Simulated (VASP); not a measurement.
A run of VASP 6.6.1 is set up as follows.

The input INCAR:

```
SYSTEM = HfC
PREC     = Accurate       ! precision mode
ENCUT    = 600            ! plane-wave cutoff, eV
EDIFF    = 1E-6           ! SCF threshold, eV
ISMEAR   = -1             ! smearing method
SIGMA    = 0.05           ! smearing width, eV
LREAL    = .False.        ! projectors in reciprocal space
LASPH    = .True.         ! aspherical terms in the spheres
NELM     = 100            ! most SCF steps
ALGO     = Normal         ! electronic algorithm
ISIF     = 3              ! what is computed and relaxed
LWAVE    = .False.        ! write WAVECAR
LCHARG   = .False.        ! write CHGCAR
GGA      = PE             ! functional
IBRION   = 2              ! ionic algorithm
NSW      = 80             ! ionic steps
EDIFFG   = -0.02          ! ionic threshold
PSTRESS  = 20.0
```

KPOINTS

```
regular mesh
0
Gamma
  10 10 10
  0 0 0
```

POSCAR

```
HfC
1.0
    0.0000000000      2.3250000000      2.3250000000
    2.3250000000      0.0000000000      2.3250000000
    2.3250000000      2.3250000000      0.0000000000
Hf C
1 1
Direct
    0.5000000000      0.5000000000      0.5000000000
    0.0000000000      0.0000000000      0.0000000000
```

Potentials or basis: VASP PAW PBE potentials, release 64 (Hf_pv, C).

Run with:

```bash
$ cat potpaw_PBE.64/Hf_pv/POTCAR potpaw_PBE.64/C/POTCAR > POTCAR
$ mpirun -np 1 vasp_std > vasp.out
```

**Question.** Estimate the band gap on the k mesh.

**Answer.** Zero (band 7 reaches 7.04 eV, above the bottom of band 8 at 5.63 eV).

**Question.** Predict the relaxed volume.

**Answer.** 12.44 Å³/atom.

**Question.** Estimate the space group after relaxing (to 0.05 Å).

**Answer.** Fm-3m (No. 225).

**Question.** Predict the relaxed cell.

**Answer.** a = 3.277 Å, b = 3.277 Å, c = 3.277 Å, α = 60.00°, β = 60.00°, γ = 60.00°.

Final structure:
```
Hf C
1.0
     0.00000    2.31700    2.31700
     2.31700    0.00000    2.31700
     2.31700    2.31700    0.00000
Hf C
1 1
Direct
  0.50000 0.50000 0.50000
  0.00000 0.00000 0.00000
```

Caveat: the cell is relaxed towards a set pressure, so the enthalpy falls and the energy may rise; spin-orbit coupling is left out, which moves the levels of the heavy elements.
